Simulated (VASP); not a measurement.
Input of a VASP 6.6.1 run:

Contents of INCAR:

```
PREC = Accurate
ENCUT = 520
EDIFF = 1E-7
ISMEAR = 0
SIGMA = 0.15
LREAL = Auto
LASPH = True
NELM = 60
ALGO = Normal
ISIF = 2
LWAVE = False
LCHARG = False
GGA = PE
NBANDS = 42
```

KPOINTS

```
Automatic mesh
0
Gamma
  3 3 3
```

Contents of POSCAR:

```
Li16F
1.0
    6.9800000000      0.0000000000      0.0000000000
    0.0000000000      6.9800000000      0.0000000000
    0.0000000000      0.0000000000      6.9800000000
Li F
16 1
Direct
   -0.0005184814      0.0034419771      0.0199558739
    0.4997842407     -0.0045153295      0.0045965616
   -0.0006591691      0.4754696275     -0.0174425501
   -0.0005250716      0.0034712034      0.4802349570
    0.2669412607      0.2741312321      0.2501127507
    0.4994938395      0.5135472779     -0.0081581662
    0.4997911175     -0.0045088825      0.4955945559
    0.7316194842      0.2741959885      0.2501093123
   -0.0006567335      0.4754514327      0.5176853868
    0.2299550143      0.7462054441      0.2500767908
    0.2573244986      0.2359263610      0.7500846705
    0.4994982808      0.5135968481      0.5082836676
    0.7688616046      0.7459568768      0.2500832378
    0.7418881089      0.2356474212      0.7500808023
    0.2447174785      0.7543199140      0.7500330946
    0.7541111748      0.7542607450      0.7500265043
   -0.0003802292      0.8745289398      0.2500527221
```

Potentials or basis: VASP PAW PBE potentials, release 64 (Li_sv, F).

The run is started by

```bash
$ cat potpaw_PBE.64/Li_sv/POTCAR potpaw_PBE.64/F/POTCAR > POTCAR
$ mpirun -np 1 vasp_std > vasp.out
```

Q: Predict the largest force.

A: 0.018 eV/Å.

Forces on the atoms (eV/Å):
```
Li  -0.001  0.002 -0.015
Li  -0.004 -0.002  0.002
Li   0.000  0.000  0.004
Li  -0.001  0.001  0.013
Li  -0.003  0.006 -0.001
Li  -0.001  0.001  0.003
Li  -0.004 -0.002 -0.001
Li   0.006  0.006  0.001
Li   0.001  0.000 -0.004
Li   0.014 -0.012  0.001
Li  -0.002 -0.001  0.000
Li  -0.001  0.001 -0.004
Li  -0.004 -0.004  0.000
Li   0.003  0.000 -0.001
Li  -0.004  0.004  0.000
Li   0.008  0.004  0.000
F   -0.006 -0.003  0.001
```

Caveat: an odd number of electrons without spin polarisation forces a metal; a magnetic or distorted state may lie lower.
